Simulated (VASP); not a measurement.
A run of VASP 6.6.1:

File INCAR:

```
SYSTEM = CaO
PREC = Accurate
ENCUT = 520
EDIFF = 1E-6
ISMEAR = 0
SIGMA = 0.1
LREAL = .FALSE.
LASPH = .TRUE.
NELM = 80
ALGO = Normal
ISIF = 2
LWAVE = .FALSE.
LCHARG = .TRUE.
GGA = CA
LELF = .TRUE.
LVHAR = .TRUE.
NBANDS = 15
```

File KPOINTS:

```
Automatic mesh
0
G
  8 8 8
  0 0 0
```

Contents of POSCAR:

```
CaO
1.0
    0.0000000000      2.3557358111      2.3557358111
    2.3557358111      0.0000000000      2.3557358111
    2.3557358111      2.3557358111      0.0000000000
Ca O
1 1
Direct
    0.0000000000      0.0000000000      0.0000000000
    0.5000000000      0.5000000000      0.5000000000
```

Potentials or basis: VASP PAW LDA potentials, release 64 (Ca_sv, O).

Run with:

```sh
$ cat potpaw_LDA.64/Ca_sv/POTCAR potpaw_LDA.64/O/POTCAR > POTCAR
$ mpirun -np 1 vasp_std > vasp.out
```

Hardware: 1 thread of Intel Xeon 8259CL, on a shared host.

Problem. Estimate the wall time of this run.

Solution. It took 14 s on 1 thread of Intel Xeon 8259CL, with other jobs on the host, peak memory 0.15 GiB. Counts: scf iterations 12, k points 29.
